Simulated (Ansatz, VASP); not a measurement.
## One calculation of YAl2N3, two programs

```xyz
12
Lattice="5.0868 -2.8868 0.0000 5.0868 2.8868 0.0000 0.0000 0.0000 5.1703" Properties=species:S:1:pos:R:3 pbc="T T T"
Y     5.0868    1.1106   -0.1520
Y     5.0868   -1.1106    2.4331
Al    3.3075   -1.9305   -0.0237
Al    1.7793    0.9563   -0.0237
Al    3.3075    1.9305    2.5614
Al    1.7793   -0.9563    2.5614
N     3.1233   -2.0863    1.8654
N     1.9636    0.8005    1.8654
N     5.0868   -1.2017    4.8444
N     3.1233    2.0863    4.4505
N     1.9636   -0.8005    4.4505
N     5.0868    1.2017    2.2593
```

Alike in both runs: functional PBE; k mesh 3 × 3 × 2; occupations gaussian, width 0.15 eV; no spin polarisation.

Ansatz relaxed the structure, and its values are those at the end. VASP's run is a single point on that final structure, the one shown.

|  | VASP | Ansatz |
| --- | --- | --- |
| version | VASP 6.6.1 | Ansatz 0.2.0 |
| potentials or method | VASP PAW PBE potentials, release 64 (Y_sv, Al, N), cutoff 520 eV | scalar-relativistic, plane waves, PAW |
| valence electrons in the cell | 64 | 64 |

```csv
,VASP,Ansatz,Ansatz less VASP
gap on the k mesh at the Fermi level (eV),2.36,2.37,+0.006
least direct gap on the mesh (eV),2.48,2.49,+0.007
pressure (GPa),-0.2,0.0,+0.21
rms of the force components (eV/Å),0.029,0.028,-0.0007
```

The functional is the same, so the differences come from potentials, cutoffs and numerics.

The k mesh is coarse, so the values compare programs but aren't converged.
